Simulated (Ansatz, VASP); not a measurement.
# One calculation of Al2O3, two programs

```xyz
10
Lattice="2.3899 1.3798 4.3458 -2.3899 1.3798 4.3458 0.0000 -2.7596 4.3458" Properties=species:S:1:pos:R:3 pbc="T T T"
Al    0.0000    0.0000    4.5906
Al    0.0000    0.0000    1.9282
Al    0.0000    0.0000    8.4469
Al    0.0000    0.0000   11.1094
O    -0.9253    1.3798    7.6052
O    -0.7323   -1.4912    7.6052
O     1.6576    0.1114    7.6052
O     0.9253   -1.3798    5.4323
O     0.7323    1.4912    5.4323
O    -1.6576   -0.1114    5.4323
```

Alike in both runs: functional PBE; dispersion D3(BJ); k mesh 6 × 6 × 6; occupations gaussian, width 0.02 eV; no spin polarisation.

Ansatz relaxed the structure, and its values are those at the end. VASP's run is a single point on that final structure, the one shown.

|  | VASP | Ansatz |
| --- | --- | --- |
| version | VASP 6.6.1 | Ansatz 0.2.0 |
| potentials or method | VASP PAW PBE potentials, release 64 (Al, O), cutoff 520 eV | scalar-relativistic, plane waves, PAW |
| valence electrons in the cell | 48 | 48 |

```tsv
	VASP	Ansatz	Ansatz less VASP
gap on the k mesh at the Fermi level (eV)	6.07	6.07	+0.002
least direct gap on the mesh (eV)	6.07	6.07	+0.002
pressure (GPa)	-0.1	0.0	+0.15
```
